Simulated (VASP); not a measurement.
# Mg5Cd3Te8 (P1) in VASP: single point with PBEsol

Aim: the single point of Mg5Cd3Te8 with PBEsol.

Program: VASP 6.6.1. These are calculated values, not measurements. Logs are shortened: lines on timing, memory, paths and dates and some standing lists are left out, and cuts for length are marked.

## Step 1: The cell of the first run

The typed cell holds 64 atoms: a = 12.914 Å, b = 12.914 Å, c = 12.914 Å, α = 90.00°, β = 90.00°, γ = 90.00°.

## Step 2: Single point, PBEsol

INCAR reads:

```
SYSTEM = Mg5Cd3Te8
ALGO = Normal
EDIFF = 1E-6
ENCUT = 500
GGA = PS
GGA_COMPAT = .FALSE.
ISIF = 2
ISMEAR = -1
ISYM = -1
LASPH = .TRUE.
LCHARG = .TRUE.
LELF = .TRUE.
LREAL = Auto
LVHAR = .TRUE.
LWAVE = .FALSE.
NBANDS = 226
NELM = 120
PREC = Accurate
SIGMA = 0.05
```

KPOINTS reads:

```
explicit points
1
Reciprocal
  0.25000000   0.25000000   0.25000000 1
```

POSCAR reads:

```
Mg5Cd3Te8
1.0
   12.9143835684      0.0000000000      0.0000000000
    0.0000000000     12.9143835684      0.0000000000
    0.0000000000      0.0000000000     12.9143835684
Mg Te Cd
20 32 12
Direct
    0.0006790000      0.9998460000      0.9992210000
    0.9996090000      0.9998680000      0.4989650000
    0.0007710000      0.5001920000      0.9995630000
    0.0004360000      0.4996210000      0.5007880000
    0.4996770000      0.0003010000      0.0002530000
    0.5001940000      0.9994130000      0.5002200000
    0.5009970000      0.4994980000      0.9995460000
    0.4999560000      0.4999860000      0.4996080000
    0.2495490000      0.7505670000      0.0003100000
    0.2492370000      0.7497320000      0.5000890000
    0.7493770000      0.9995550000      0.2497720000
    0.7502770000      0.0000610000      0.7494810000
    0.7502050000      0.4998820000      0.7502660000
    0.9997640000      0.2497890000      0.2500220000
    0.9997380000      0.2499520000      0.7491240000
    0.9999560000      0.7497150000      0.2496720000
    0.0000850000      0.7489550000      0.7497510000
    0.4995530000      0.2490610000      0.2494410000
    0.5001710000      0.2494020000      0.7490100000
    0.4995200000      0.7499400000      0.2500670000
    0.1231960000      0.1247670000      0.1248730000
    0.1228710000      0.1244700000      0.6246060000
    0.1240420000      0.6257980000      0.1239260000
    0.1246800000      0.6253310000      0.6246690000
    0.6242520000      0.1241350000      0.1254650000
    0.6245230000      0.1239120000      0.6254800000
    0.6237480000      0.6252150000      0.1245670000
    0.6253570000      0.6231470000      0.6245960000
    0.3768240000      0.3760330000      0.1256350000
    0.3764880000      0.3753570000      0.6253500000
    0.3758570000      0.8739700000      0.1238680000
    0.3745420000      0.8746240000      0.6231940000
    0.8767560000      0.3754300000      0.1246670000
    0.8756870000      0.3760600000      0.6258720000
    0.8765020000      0.8766120000      0.1260520000
    0.8766600000      0.8764190000      0.6264360000
    0.3765940000      0.1242830000      0.3751100000
    0.3767140000      0.1250850000      0.8747580000
    0.3760870000      0.6264570000      0.3764690000
    0.3760550000      0.6260360000      0.8774230000
    0.8751640000      0.1239290000      0.3734520000
    0.8759790000      0.1242780000      0.8739860000
    0.8769910000      0.6253460000      0.3757960000
    0.8755710000      0.6239410000      0.8741980000
    0.1232010000      0.3745330000      0.3748310000
    0.1233640000      0.3739460000      0.8749480000
    0.1238920000      0.8738410000      0.3755490000
    0.1238940000      0.8735170000      0.8752230000
    0.6231310000      0.3745930000      0.3740450000
    0.6243180000      0.3751620000      0.8735310000
    0.6240300000      0.8754260000      0.3738760000
    0.6254800000      0.8770550000      0.8753080000
    0.2511390000      0.2499910000      0.0010890000
    0.2504670000      0.2496440000      0.5003300000
    0.7503740000      0.2503300000      0.9999500000
    0.7500500000      0.2500220000      0.4995700000
    0.7513780000      0.7507810000      0.0002990000
    0.7506770000      0.7513850000      0.5008160000
    0.2500450000      0.9993750000      0.2500820000
    0.2499560000      0.0000910000      0.7505100000
    0.2499290000      0.5010470000      0.2510690000
    0.2511100000      0.5004550000      0.7516490000
    0.7506130000      0.5008430000      0.2505320000
    0.5012210000      0.7506720000      0.7496080000
```

Potentials or basis: VASP PAW PBE potentials, release 64 (Mg, Te, Cd).

Command:

```console
$ cat potpaw_PBE.64/Mg/POTCAR potpaw_PBE.64/Te/POTCAR potpaw_PBE.64/Cd/POTCAR > POTCAR
$ mpirun -np 1 vasp_std > vasp.out
```

OUTCAR:

```text
SYSTEM = Mg5Cd3Te8
   EDIFF = 1E-6
   ENCUT = 500
   GGA = PS
   ISIF = 2
   ISMEAR = -1
   ISYM = -1
   LASPH = .TRUE.
   LREAL = Auto
   NELM = 120
   PREC = Accurate

 ion  position               nearest neighbor table
   1  0.001  1.000  0.999-  21 2.78  48 2.79  35 2.79  42 2.79
   2  1.000  1.000  0.499-  22 2.78  47 2.79  36 2.79  41 2.79
   3  0.001  0.500  1.000-  23 2.78  46 2.78  33 2.79  44 2.79
   4  0.000  0.500  0.501-  34 2.78  45 2.79  24 2.79  43 2.79
   5  0.500  0.000  0.000-  38 2.78  25 2.79  31 2.79  52 2.79
   6  0.500  0.999  0.500-  32 2.78  37 2.79  26 2.79  51 2.79
[... 56 lines left out ...]
  63  0.751  0.501  0.251-  43 2.80  27 2.81  49 2.81  33 2.81
  64  0.501  0.751  0.750-  52 2.81  28 2.81  32 2.81  40 2.82

IMPORTANT INFORMATION: All symmetrisations will be switched off!
NOSYMM: (Re-)initialisation of all symmetry stuff for point group C_1.

----------------------------------------------------------------------------------------

                                     Primitive cell

  volume of cell :    2153.8777

  direct lattice vectors                    reciprocal lattice vectors
    12.914383568  0.000000000  0.000000000     0.077433042  0.000000000  0.000000000
     0.000000000 12.914383568  0.000000000     0.000000000  0.077433042  0.000000000
     0.000000000  0.000000000 12.914383568     0.000000000  0.000000000  0.077433042

  length of vectors
    12.914383568 12.914383568 12.914383568     0.077433042  0.077433042  0.077433042

  position of ions in fractional coordinates (direct lattice)
     0.000679000  0.999846000  0.999221000
     0.999609000  0.999868000  0.498965000
     0.000771000  0.500192000  0.999563000
     0.000436000  0.499621000  0.500788000
     0.499677000  0.000301000  0.000253000
     0.500194000  0.999413000  0.500220000
[... 56 lines left out ...]
     0.750613000  0.500843000  0.250532000
     0.501221000  0.750672000  0.749608000

  ion indices of the primitive-cell ions
   primitive index   ion index
                 1           1
                 2           2
                 3           3
                 4           4
                 5           5
                 6           6
[... 56 lines left out ...]
                63          63
                64          64

----------------------------------------------------------------------------------------

 KPOINTS: explicit points

Read explicit list of k-points.

 Found      1 k-points:

 Following reciprocal coordinates:
            Coordinates               Weight
  0.250000  0.250000  0.250000      1.000000
   k-points           NKPTS =      1   k-points in BZ     NKDIM =      1   number of bands    NBANDS=    226
   number of dos      NEDOS =    301   number of ions     NIONS =     64
   total plane-waves  NPLWV = 884736
   dimension x,y,z NGX =    96 NGY =   96 NGZ =   96
   dimension x,y,z NGXF=   192 NGYF=  192 NGZF=  192
   ions per type =              20  32  12
   NGX,Y,Z   is equivalent  to a cutoff of  12.36, 12.36, 12.36 a.u.
   NGXF,Y,Z  is equivalent  to a cutoff of  24.72, 24.72, 24.72 a.u.
 SYSTEM =  Mg5Cd3Te8
   PREC   = accura    normal or accurate (medium, high low for compatibility)
   ISTART =      0    job   : 0-new  1-cont  2-samecut
   ICHARG =      2    charge: 1-file 2-atom 10-const
   ISPIN  =      1    spin polarized calculation?
   LNONCOLLINEAR =      F non collinear calculations
   LSORBIT =      F    spin-orbit coupling
   LASPH  =      T    aspherical Exc in radial PAW
   ENCUT  =  500.0 eV  36.75 Ry    6.06 a.u.  23.55 23.55 23.55*2*pi/ulx,y,z
   NELM   =    120;   NELMIN=  2; NELMDL= -5     # of ELM steps
   EDIFF  = 0.1E-05   stopping-criterion for ELM
   LREAL  =      T    real-space projection
   EDIFFG = 0.1E-04   stopping-criterion for IOM
   NSW    =      0    number of steps for IOM
   IBRION =     -1    ionic relax: 0-MD 1-quasi-New 2-CG
   NFREE  =      0    steps in history (QN), initial steepest desc. (CG)
   ISIF   =      2    stress and relaxation
   ISYM   =     -1    0-nonsym 1-usesym 2-fastsym
   POTIM  = 0.5000    time-step for ionic-motion
   TEBEG  =    0.0;   TEEND  =   0.0 temperature during run
   PSTRESS=    0.0 pullay stress
   NELECT =     376.0000    total number of electrons
   NUPDOWN=      -1.0000    fix difference up-down
   EMIN   =  10.00;   EMAX   =-10.00  energy-range for DOS
   EFERMI =   0.00;   METHOD = LEGACY
   ISMEAR =    -1;   SIGMA  =   0.05  broadening in eV -4-tet -1-fermi 0-gaus
   EFERMI_NEDOS =   21; number of points for ismear=-14 and -15
   IALGO  =     38    algorithm
   IMIX   =      4    mixing-type and parameters
     AMIX     =   0.40;   BMIX     =  1.00
     AMIX_MAG =   1.60;   BMIX_MAG =  1.00
  volume/ion in A,a.u.               =      33.65       227.11
  Fermi-wavevector in a.u.,A,eV,Ry     =   0.914949  1.729004 11.389879  0.837132
  Thomas-Fermi vector in A             =   2.039635
   LORBIT       =      0    0 simple, 1 ext, 2 COOP (PROOUT), +10 PAW based schemes
   GGA     = PS    functional components
   LHFCALC =     F    Hartree Fock is set to
   AEXX    =    0.0000 exact exchange contribution
   IVDW    =     0    specifies the selected vdW correction
   LEPSILON=     F    determine dielectric tensor
   LRPA    =     F    only Hartree local field effects (RPA)
 non-spin polarized calculation
  energy-cutoff  :      500.00
  volume of cell :     2153.88
 maximum number of plane-waves:     54681
 NGX is ok and might be reduce to    96
   NGX = 47   NGY = 47   NGZ = 47

 number of electron     375.9999956 magnetization

 Free energy of the ion-electron system (eV)
  ---------------------------------------------------
  ext. energy  EPLUGINS =         0.00000000
  ---------------------------------------------------
  free energy    TOTEN  =      -203.61737844 eV

  energy without entropy =     -203.61737844  energy(sigma->0) =     -203.61737844

 E-fermi :   3.1049     XC(G=0):  -8.3203

 val. band max:        1.8948448414   @ k =   0.2500   0.2500   0.2500
 cond. band min:       4.3214593031   @ k =   0.2500   0.2500   0.2500
 fundamental gap:      2.4266144617
 Fermi energy:         3.1049257517

 k-point     1 :       0.2500    0.2500    0.2500
  band No.  band energies     occupation
      1      -8.5654      2.00000
      2      -8.4148      2.00000
      3      -8.4131      2.00000
      4      -8.3939      2.00000
      5      -8.2988      2.00000
      6      -8.2955      2.00000
[... 192 lines left out ...]
    199       5.1494      0.00000
    200       5.1803      0.00000
 [bands above 200 left out]

------------------------ aborting loop because EDIFF is reached ----------------------------------------

  FORCE on cell =-STRESS in cart. coord.  units (eV):
  Direction    XX          YY          ZZ          XY          YZ          ZX
  --------------------------------------------------------------------------------------
  -------------------------------------------------------------------------------------
  Total        1.1657292      1.5601538      1.5700423     -2.2761341     -2.1399518     -2.3797329
  in kB        0.8671360      1.1605316      1.1678872     -1.6931186     -1.5918185     -1.7701813
  external PRESSURE =       1.0651849 kB  Pullay stress =       0.0000000 kB

 VOLUME and BASIS-vectors are now :
 -----------------------------------------------------------------------------
  energy-cutoff  :      500.00
  volume of cell :     2153.88
      direct lattice vectors                 reciprocal lattice vectors
    12.914383568  0.000000000  0.000000000     0.077433042  0.000000000  0.000000000
     0.000000000 12.914383568  0.000000000     0.000000000  0.077433042  0.000000000
     0.000000000  0.000000000 12.914383568     0.000000000  0.000000000  0.077433042

 POSITION                                       TOTAL-FORCE (eV/Angst)
 -----------------------------------------------------------------------------------
      0.00877     12.91239     12.90432        -0.023425      0.000792     -0.016657
     12.90933     12.91268      6.44383         0.001435      0.002934     -0.008241
      0.00996      6.45967     12.90874        -0.020152     -0.001806      0.000665
      0.00563      6.45230      6.46737         0.003832      0.000994     -0.001266
      6.45302      0.00389      0.00327         0.009006     -0.014785      0.003038
      6.45970     12.90680      6.46003         0.023676      0.002409      0.001852
[... 56 lines left out ...]
      9.69370      6.46808      3.23547        -0.003745     -0.001763     -0.009483
      6.47296      9.69447      9.68073        -0.009839     -0.003394      0.017555
 -----------------------------------------------------------------------------------
    total drift:                               -0.010574     -0.022536     -0.039887

  FREE ENERGIE OF THE ION-ELECTRON SYSTEM (eV)
  ---------------------------------------------------
  free  energy   TOTEN  =      -203.6173784439 eV

  energy  without entropy=     -203.6173784437  energy(sigma->0) =     -203.61737844
```

Run time: 23 min. Hardware: 1 thread of AMD EPYC 7R13 (Zen 3), shared host; peak memory 1.6 GiB.

What came out:

* Free energy: -203.6174 eV
* Pressure: 0.1 GPa
* Largest force: 0.045 eV/Å
* Band gap on the k mesh: 2.43 eV

Forces on the atoms (eV/Å):
```
Mg  -0.023  0.001 -0.017
Mg   0.001  0.003 -0.008
Mg  -0.020 -0.002  0.001
Mg   0.004  0.001 -0.001
Mg   0.009 -0.015  0.003
Mg   0.024  0.002  0.002
Mg   0.012 -0.003 -0.011
Mg   0.002 -0.002 -0.008
Mg  -0.002 -0.007 -0.011
Mg  -0.002 -0.004 -0.003
Mg   0.000  0.011 -0.003
Mg   0.001  0.021  0.026
Mg  -0.014 -0.004  0.006
Mg  -0.014 -0.003 -0.008
Mg  -0.007 -0.009  0.025
Mg   0.004  0.012 -0.012
Mg  -0.008  0.011  0.005
Mg   0.013  0.007 -0.007
Mg   0.017  0.014  0.020
Mg   0.025 -0.006 -0.012
Te  -0.014 -0.018  0.006
Te  -0.019 -0.011 -0.016
Te  -0.009  0.014 -0.004
Te  -0.018 -0.002 -0.021
Te  -0.014 -0.013  0.004
Te  -0.027 -0.030 -0.007
Te  -0.033  0.003  0.005
Te  -0.001 -0.028 -0.010
Te   0.022 -0.003  0.007
Te   0.038 -0.001 -0.010
Te   0.012 -0.009 -0.008
Te  -0.001 -0.001 -0.027
Te   0.038  0.007  0.023
Te   0.008  0.004  0.003
Te   0.027  0.015  0.019
Te   0.026  0.004  0.009
Te   0.028  0.008 -0.003
Te   0.030  0.001  0.005
Te   0.001  0.014  0.017
Te  -0.001 -0.001  0.013
Te   0.018 -0.020 -0.007
Te   0.016 -0.031 -0.022
Te   0.035  0.004  0.011
Te   0.032 -0.014 -0.018
Te  -0.021  0.000  0.005
Te  -0.006  0.000 -0.012
Te  -0.021 -0.028  0.016
Te  -0.014 -0.017  0.017
Te  -0.036 -0.001  0.010
Te  -0.033  0.006 -0.024
Te  -0.020  0.008 -0.003
Te   0.004  0.035 -0.005
Cd  -0.021  0.023 -0.004
Cd  -0.011  0.021  0.011
Cd   0.001 -0.006  0.001
Cd   0.020  0.020  0.018
Cd  -0.006 -0.003  0.013
Cd  -0.007 -0.001 -0.003
Cd  -0.002  0.011 -0.003
Cd  -0.006 -0.005 -0.004
Cd   0.002  0.007 -0.004
Cd  -0.022  0.013  0.007
Cd  -0.004 -0.002 -0.009
Cd  -0.010 -0.003  0.018
```

Caveat: the PAW data sets were made with another functional, which shifts forces and pressure a little; spin-orbit coupling is left out, which moves the levels of the heavy elements; a shifted mesh leaves out Γ, where band edges can lie. A k mesh can miss the band edges.
